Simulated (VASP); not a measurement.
# Al3GaN4 (P-43m) in VASP: a series of runs, part 2 of 2

VASP 6.6.1.

## Step 3: Single point, PBEsol (10.91 Å³/atom)

This run uses another cell than the first one, of 10.91 Å³/atom.

INCAR

```
SYSTEM = Al3GaN4
PREC = Accurate
ENCUT = 520
EDIFF = 1E-6
ISMEAR = 0
SIGMA = 0.01
LREAL = .False.
LASPH = .True.
NELM = 100
ALGO = Normal
ISIF = 2
LWAVE = .False.
LCHARG = .True.
GGA = PS
LELF = .True.
LVHAR = .True.
NBANDS = 31
```

KPOINTS

```
regular mesh
0
Gamma
  6 6 6
  0 0 0
```

POSCAR

```
Al3GaN4
1.0
    4.4363707062      0.0000000000      0.0000000000
    0.0000000000      4.4363707062      0.0000000000
    0.0000000000      0.0000000000      4.4363707062
Al Ga N
3 1 4
Direct
    0.5000000000      0.5000000000      0.0000000000
    0.5000000000      0.0000000000      0.5000000000
    0.0000000000      0.5000000000      0.5000000000
    0.0000000000      0.0000000000      0.0000000000
    0.7447172247      0.7447172247      0.2552827753
    0.7447172247      0.2552827753      0.7447172247
    0.2552827753      0.7447172247      0.7447172247
    0.2552827753      0.2552827753      0.2552827753
```

Potentials or basis: VASP PAW PBE potentials, release 64 (Al, Ga_d, N).

The run is started by

```sh
$ cat potpaw_PBE.64/Al/POTCAR potpaw_PBE.64/Ga_d/POTCAR potpaw_PBE.64/N/POTCAR > POTCAR
$ mpirun -np 1 vasp_std > vasp.out
```

OUTCAR:

```text
SYSTEM = Al3GaN4
   PREC = Accurate
   ENCUT = 520
   EDIFF = 1E-6
   ISMEAR = 0
   LREAL = .False.
   LASPH = .True.
   NELM = 100
   ISIF = 2
   GGA = PS

 ion  position               nearest neighbor table
   1  0.500  0.500  0.000-   5 1.91   6 1.91   7 1.91   8 1.91   3 3.14   4 3.14   2 3.14   2 3.14
                             3 3.14   2 3.14   4 3.14   2 3.14   3 3.14   4 3.14   3 3.14   4 3.14
   2  0.500  0.000  0.500-   5 1.91   6 1.91   7 1.91   8 1.91   3 3.14   4 3.14   1 3.14   1 3.14
                             4 3.14   1 3.14   3 3.14   1 3.14   3 3.14   4 3.14   4 3.14   3 3.14
   3  0.000  0.500  0.500-   5 1.91   6 1.91   7 1.91   8 1.91   2 3.14   4 3.14   1 3.14   1 3.14
                             4 3.14   2 3.14   4 3.14   4 3.14   1 3.14   2 3.14   1 3.14   2 3.14
   4  0.000  0.000  0.000-   5 1.96   6 1.96   7 1.96   8 1.96   2 3.14   3 3.14   1 3.14   2 3.14
                             3 3.14   1 3.14   3 3.14   3 3.14   1 3.14   2 3.14   2 3.14   1 3.14
   5  0.745  0.745  0.255-   2 1.91   3 1.91   1 1.91   4 1.96
   6  0.745  0.255  0.745-   2 1.91   3 1.91   1 1.91   4 1.96
   7  0.255  0.745  0.745-   2 1.91   3 1.91   1 1.91   4 1.96
   8  0.255  0.255  0.255-   2 1.91   3 1.91   1 1.91   4 1.96

  LATTYP: Found a simple cubic cell.
 ALAT       =     4.4363707062
[... 200 lines left out ...]
      3      -7.9372      2.00000
      4      -7.9372      2.00000
      5      -7.2001      2.00000
      6      -7.2001      2.00000
[... 669 lines left out ...]
     30      15.9561      0.00000
     31      15.9664      0.00000

------------------------ aborting loop because EDIFF is reached ----------------------------------------

  FORCE on cell =-STRESS in cart. coord.  units (eV):
  Direction    XX          YY          ZZ          XY          YZ          ZX
  --------------------------------------------------------------------------------------
  -------------------------------------------------------------------------------------
  Total       -2.1010630     -2.1010630     -2.1010630     -0.0000000     -0.0000000     -0.0000000
  in kB      -38.5537087    -38.5537087    -38.5537087     -0.0000000     -0.0000000     -0.0000000
  external PRESSURE =     -38.5537087 kB  Pullay stress =       0.0000000 kB

 VOLUME and BASIS-vectors are now :
 -----------------------------------------------------------------------------
  energy-cutoff  :      520.00
  volume of cell :       87.31
      direct lattice vectors                 reciprocal lattice vectors
     4.436370706  0.000000000  0.000000000     0.225409477  0.000000000  0.000000000
     0.000000000  4.436370706  0.000000000     0.000000000  0.225409477  0.000000000
     0.000000000  0.000000000  4.436370706     0.000000000  0.000000000  0.225409477

 POSITION                                       TOTAL-FORCE (eV/Angst)
 -----------------------------------------------------------------------------------
      2.21819      2.21819      0.00000        -0.000000      0.000000     -0.000000
      2.21819      0.00000      2.21819        -0.000000     -0.000000      0.000000
      0.00000      2.21819      2.21819        -0.000000     -0.000000     -0.000000
      0.00000      0.00000      0.00000        -0.000000      0.000000     -0.000000
      3.30384      3.30384      1.13253         0.004054      0.004054     -0.004054
      3.30384      1.13253      3.30384         0.004054     -0.004054      0.004054
      1.13253      3.30384      3.30384        -0.004054      0.004054      0.004054
      1.13253      1.13253      1.13253        -0.004054     -0.004054     -0.004054
 -----------------------------------------------------------------------------------
    total drift:                               -0.000000     -0.000000      0.000000

  FREE ENERGIE OF THE ION-ELECTRON SYSTEM (eV)
  ---------------------------------------------------
  free  energy   TOTEN  =       -59.9308793174 eV

  energy  without entropy=      -59.9308793174  energy(sigma->0) =      -59.93087932
```

OSZICAR:

```text
N       E                     dE             d eps       ncg     rms          rms(c)
DAV:   1     0.308840920990E+03    0.30884E+03   -0.19436E+04  1384   0.167E+03
DAV:   2    -0.252658532998E+02   -0.33411E+03   -0.31003E+03  1449   0.438E+02
DAV:   3    -0.667719523759E+02   -0.41506E+02   -0.40911E+02  1424   0.123E+02
DAV:   4    -0.683881646721E+02   -0.16162E+01   -0.16103E+01  1689   0.271E+01
DAV:   5    -0.684263320277E+02   -0.38167E-01   -0.38151E-01  1470   0.392E+00    0.159E+01
DAV:   6    -0.599254193793E+02    0.85009E+01   -0.26422E+01  1940   0.506E+01    0.549E+00
DAV:   7    -0.600155205203E+02   -0.90101E-01   -0.25703E+00  1471   0.999E+00    0.393E+00
DAV:   8    -0.599589469834E+02    0.56574E-01   -0.40829E-01  1672   0.529E+00    0.104E+00
DAV:   9    -0.599306910577E+02    0.28256E-01   -0.92634E-02  1862   0.372E+00    0.497E-01
DAV:  10    -0.599307278201E+02   -0.36762E-04   -0.13786E-02  1504   0.637E-01    0.185E-01
DAV:  11    -0.599308824005E+02   -0.15458E-03   -0.65179E-04  1981   0.211E-01    0.273E-02
DAV:  12    -0.599308794506E+02    0.29499E-05   -0.95193E-05  1515   0.734E-02    0.172E-02
DAV:  13    -0.599308793174E+02    0.13319E-06   -0.73929E-06  1830   0.333E-02
   1 F= -.59930879E+02 E0= -.59930879E+02  d E =-.771067E-31
```

It took 40 s on 1 thread of Intel Xeon Platinum 8488C (Sapphire Rapids), shared host; peak memory 0.23 GiB.

Results:

```
Free energy            : -59.9309 eV
Pressure               : -3.9 GPa
Largest force          : 0.007 eV/Å
Band gap on the k mesh : 3.27 eV
```

Forces on the atoms (eV/Å):
```
Al   0.000  0.000  0.000
Al   0.000  0.000  0.000
Al   0.000  0.000  0.000
Ga   0.000  0.000  0.000
N    0.004  0.004 -0.004
N    0.004 -0.004  0.004
N   -0.004  0.004  0.004
N   -0.004 -0.004 -0.004
```

Caveat: the cell stands under tension; the PAW data sets were made with another functional, which shifts forces and pressure a little. A k mesh can miss the band edges.

## Step 4: Relaxation of the atoms, PBEsol (10.49 Å³/atom)

INCAR

```
SYSTEM = Al3GaN4
ALGO = Normal
EDIFF = 1E-6
EDIFFG = -0.001
ENCUT = 520
GGA = PS
IBRION = 2
ISIF = 2
ISMEAR = 0
LASPH = .TRUE.
LCHARG = .FALSE.
LREAL = .FALSE.
LWAVE = .FALSE.
NELM = 60
NSW = 80
PREC = Accurate
SIGMA = 0.01
```

KPOINTS

```
k-points
0
G
  6 6 6
  0 0 0
```

POSCAR

```
Al3GaN4
1.0
    4.3776039098      0.0000000000      0.0000000000
    0.0000000000      4.3776039098      0.0000000000
    0.0000000000      0.0000000000      4.3776039098
Al Ga N
3 1 4
Direct
    0.5000000000      0.5000000000      0.0000000000
    0.5000000000      0.0000000000      0.5000000000
    0.0000000000      0.5000000000      0.5000000000
    0.0000000000      0.0000000000      0.0000000000
    0.7447085552      0.7447085552      0.2552914448
    0.7447085552      0.2552914448      0.7447085552
    0.2552914448      0.7447085552      0.7447085552
    0.2552914448      0.2552914448      0.2552914448
```

Potentials or basis: VASP PAW PBE potentials, release 64 (Al, Ga_d, N).

The run is started by

```sh
$ cat potpaw_PBE.64/Al/POTCAR potpaw_PBE.64/Ga_d/POTCAR potpaw_PBE.64/N/POTCAR > POTCAR
$ mpirun -np 1 vasp_std > vasp.out
```

OUTCAR:

```text
SYSTEM = Al3GaN4
   EDIFF = 1E-6
   EDIFFG = -0.001
   ENCUT = 520
   GGA = PS
   IBRION = 2
   ISIF = 2
   ISMEAR = 0
   LASPH = .TRUE.
   LREAL = .FALSE.
   NELM = 60
   NSW = 80
   PREC = Accurate

 ion  position               nearest neighbor table
   1  0.500  0.500  0.000-   5 1.88   6 1.88   7 1.88   8 1.88   3 3.10   4 3.10   2 3.10   2 3.10
                             3 3.10   2 3.10   4 3.10   2 3.10   3 3.10   4 3.10   3 3.10   4 3.10
   2  0.500  0.000  0.500-   5 1.88   6 1.88   7 1.88   8 1.88   3 3.10   4 3.10   1 3.10   1 3.10
                             4 3.10   1 3.10   3 3.10   1 3.10   3 3.10   4 3.10   4 3.10   3 3.10
   3  0.000  0.500  0.500-   5 1.88   6 1.88   7 1.88   8 1.88   2 3.10   4 3.10   1 3.10   1 3.10
                             4 3.10   2 3.10   4 3.10   4 3.10   1 3.10   2 3.10   1 3.10   2 3.10
   4  0.000  0.000  0.000-   5 1.94   6 1.94   7 1.94   8 1.94   2 3.10   3 3.10   1 3.10   2 3.10
                             3 3.10   1 3.10   3 3.10   3 3.10   1 3.10   2 3.10   2 3.10   1 3.10
   5  0.745  0.745  0.255-   1 1.88   2 1.88   3 1.88   4 1.94
   6  0.745  0.255  0.745-   1 1.88   2 1.88   3 1.88   4 1.94
[... 257 lines left out ...]
      2      -7.6201      2.00000
      3      -7.6201      2.00000
      4      -7.6201      2.00000
      5      -6.7789      2.00000
      6      -6.7789      2.00000
[... 569 lines left out ...]
     25      12.8981      0.00000
     26      15.3299      0.00000

------------------------ aborting loop because EDIFF is reached ----------------------------------------

  FORCE on cell =-STRESS in cart. coord.  units (eV):
  Direction    XX          YY          ZZ          XY          YZ          ZX
  --------------------------------------------------------------------------------------
  -------------------------------------------------------------------------------------
  Total        2.1467205      2.1467205      2.1467205      0.0000000      0.0000000      0.0000000
  in kB       40.9993232     40.9993232     40.9993232      0.0000000      0.0000000      0.0000000
  external PRESSURE =      40.9993232 kB  Pullay stress =       0.0000000 kB

 VOLUME and BASIS-vectors are now :
 -----------------------------------------------------------------------------
  energy-cutoff  :      520.00
  volume of cell :       83.89
      direct lattice vectors                 reciprocal lattice vectors
     4.377603910  0.000000000  0.000000000     0.228435468  0.000000000  0.000000000
     0.000000000  4.377603910  0.000000000     0.000000000  0.228435468  0.000000000
     0.000000000  0.000000000  4.377603910     0.000000000  0.000000000  0.228435468

 POSITION                                       TOTAL-FORCE (eV/Angst)
 -----------------------------------------------------------------------------------
      2.18880      2.18880      0.00000        -0.000000      0.000000      0.000000
      2.18880      4.37760      2.18880         0.000000      0.000000      0.000000
      0.00000      2.18880      2.18880        -0.000000      0.000000      0.000000
      0.00000      4.37760      0.00000        -0.000000      0.000000     -0.000000
      3.26020      3.26020      1.11740        -0.000227     -0.000227      0.000227
      3.26020      1.11740      3.26020        -0.000227      0.000227     -0.000227
      1.11740      3.26020      3.26020         0.000227     -0.000227     -0.000227
      1.11740      1.11740      1.11740         0.000227      0.000227      0.000227
 -----------------------------------------------------------------------------------
    total drift:                                0.000000      0.000000      0.000000

  FREE ENERGIE OF THE ION-ELECTRON SYSTEM (eV)
  ---------------------------------------------------
  free  energy   TOTEN  =       -59.9288729337 eV

  energy  without entropy=      -59.9288729337  energy(sigma->0) =      -59.92887293

 reached required accuracy - stopping structural energy minimisation
```

CONTCAR:

```text
Al3GaN4
   1.00000000000000
     4.3776039098000004    0.0000000000000000    0.0000000000000000
     0.0000000000000000    4.3776039098000004    0.0000000000000000
     0.0000000000000000    0.0000000000000000    4.3776039098000004
  Al              Ga              N
     3     1     4
Direct
     0.5000000000000000    0.5000000000000000    0.0000000000000000
     0.5000000000000000    1.0000000000000000    0.5000000000000000
     0.0000000000000000    0.5000000000000000    0.5000000000000000
     0.0000000000000000    1.0000000000000000    0.0000000000000000
     0.7447459321326351    0.7447459321326351    0.2552540678673649
     0.7447459321326351    0.2552540678673649    0.7447459321326351
     0.2552540678673649    0.7447459321326351    0.7447459321326351
     0.2552540678673649    0.2552540678673649    0.2552540678673649

  0.00000000E+00  0.00000000E+00  0.00000000E+00
  0.00000000E+00  0.00000000E+00  0.00000000E+00
  0.00000000E+00  0.00000000E+00  0.00000000E+00
  0.00000000E+00  0.00000000E+00  0.00000000E+00
  0.00000000E+00  0.00000000E+00  0.00000000E+00
  0.00000000E+00  0.00000000E+00  0.00000000E+00
  0.00000000E+00  0.00000000E+00  0.00000000E+00
  0.00000000E+00  0.00000000E+00  0.00000000E+00
```

Wall time 42 s (1 thread of Intel Xeon Platinum 8488C (Sapphire Rapids), shared host); peak memory 0.22 GiB.

What came out:

```yaml
Free_energy: -59.9289 eV
Energy_gained_by_relaxing: 0.0 meV/atom
Ionic_steps: 2
Pressure_after_relaxing: 4.1 GPa
Band_gap_on_the_k_mesh: 3.33 eV
```

Final structure:
```
CELL_PARAMETERS angstrom
4.37760 0.00000 0.00000
0.00000 4.37760 0.00000
0.00000 0.00000 4.37760
ATOMIC_POSITIONS crystal
Al 0.50000 0.50000 0.00000
Al 0.50000 0.00000 0.50000
Al 0.00000 0.50000 0.50000
Ga 0.00000 0.00000 0.00000
N 0.74475 0.74475 0.25525
N 0.74475 0.25525 0.74475
N 0.25525 0.74475 0.74475
N 0.25525 0.25525 0.25525
```

Caveat: the PAW data sets were made with another functional, which shifts forces and pressure a little. A k mesh can miss the band edges.

## Step 5: The runs side by side

| task | cell | gap on the mesh (eV) | pressure (GPa) | largest force (eV/Å) |
| --- | --- | --- | --- | --- |
| single point | a = 4.378 Å, 8 atoms | 3.33 | 4.1 | 0.01 |
| single point | a = 4.436 Å, 8 atoms | 3.27 | -3.9 | 0.01 |
| relaxation of the atoms | atoms relaxed from a = 4.378 Å, 8 atoms | 3.33 | 4.1 | - |

Alike in all rows: level PBEsol; potentials or basis VASP PAW PBE potentials, release 64 (Al, Ga_d, N); no spin polarisation; k mesh 6 × 6 × 6; cutoff (eV) 520; smearing gaussian 0.01 eV.

Caveats: the PAW data sets were made with another functional, which shifts forces and pressure a little; the cell stands under pressure (at least some runs); the cell stands under tension (at least some runs).

Absolute energies hang on the potentials; compare differences alone.
